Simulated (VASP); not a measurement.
Input of a VASP 6.6.1 run:

File INCAR:

```
PREC = Accurate
ENCUT = 520
EDIFF = 1E-6
ISMEAR = 0
SIGMA = 0.1
LREAL = False
LASPH = True
NELM = 100
ALGO = Normal
ISIF = 2
LWAVE = False
LCHARG = False
GGA = PE
NBANDS = 26
```

KPOINTS

```
Automatic mesh
0
Gamma
  4 4 4
```

File POSCAR:

```
Al3BP4
1.0
    5.2803183874      0.0000000000      0.0000000000
    0.0000000000      5.2803183874      0.0000000000
   -2.6401591937     -2.6401591937      5.2427370103
Al B P
3 1 4
Direct
    0.2500000000      0.7500000000      0.5000000000
    0.5000000000      0.5000000000      0.0000000000
    0.7500000000      0.2500000000      0.5000000000
    0.0000000000      0.0000000000      1.0000000000
    0.1046560477      0.1046560477      0.7720066160
    0.3326494317      0.8953439523      0.2279933840
    0.6673505683      0.6673505683      0.7720066160
    0.8953439523      0.3326494317      0.2279933840
```

Potentials or basis: VASP PAW PBE potentials, release 64 (Al, B, P).

Launch:

```bash
$ cat potpaw_PBE.64/Al/POTCAR potpaw_PBE.64/B/POTCAR potpaw_PBE.64/P/POTCAR > POTCAR
$ mpirun -np 1 vasp_std > vasp.out
```

Q: What does it give for the largest force?

A: 0.003 eV/Å.

Q: What does it give for the band gap on the k mesh?

A: 1.14 eV.

Stress tensor (GPa, compression positive):
```
-0.08  0.00  0.00
 0.00 -0.08  0.00
 0.00  0.00 -0.17
```

A k mesh can miss the band edges.
